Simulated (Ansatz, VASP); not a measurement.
**BeS: VASP beside Ansatz**

```
Be S
1.0
     0.00000    2.35111    2.35111
     2.35111    0.00000    2.35111
     2.35111    2.35111    0.00000
Be S
1 1
Direct
  0.00000 0.00000 0.00000
  0.25000 0.25000 0.25000
```

Alike in both runs: task single point; functional PBE; k mesh 10 × 10 × 10; occupations gaussian, width 0.005 eV; no spin polarisation.

|  | VASP | Ansatz |
| --- | --- | --- |
| version | VASP 6.6.1 | Ansatz 0.2.0 |
| potentials or method | VASP PAW PBE potentials, release 64 (Be, S), cutoff 600 eV | all-electron LAPW, scalar-relativistic |

```tsv
	VASP	Ansatz	Ansatz less VASP
gap on the k mesh at the Fermi level (eV)	2.88	2.88	+0.001
pressure (GPa)	12.5	12.4	-0.08
```

Ansatz ran all-electron here, and VASP with PAW potentials.
